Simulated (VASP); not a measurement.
The system is BN.

```
N B
1.0
     2.50804    0.00000    0.00000
    -1.24671    2.17623    0.00000
    -0.63067   -1.08812    3.02254
N B
1 1
Cartesian
  0.6410 -0.3484 2.9772
  1.2297 2.1384 0.0055
```

Base run:

- Program: VASP 6.6.1
- Functional: PBE
- Potentials or basis: VASP PAW PBE potentials, release 64 (N, B)
- Cutoff: 520 eV
- k mesh: 13 × 13 × 9
- Occupations: fermi-dirac, width 0.05 eV
- Spin: no spin polarisation

Its results: band gap on the k mesh 2.84 eV, indirect (least direct gap 4.54 eV); pressure 5.0 GPa; largest force 2.723 eV/Å.

Q: The run is repeated on the same cell with these changes: functional from PBE to PBEsol. What comes out?

A: Band gap on the k mesh 2.70 eV, indirect (least direct gap 4.47 eV); pressure 1.9 GPa; largest force 2.739 eV/Å.

PBEsol binds more tightly than PBE, so the same cell stands under less pressure.

Caveats: forces of over 1 eV/Å act on the atoms, so gaps and moduli don't describe the material at rest (some runs); the PAW data sets were made with another functional, which shifts forces and pressure a little (some runs).

A k mesh can miss the band edges.
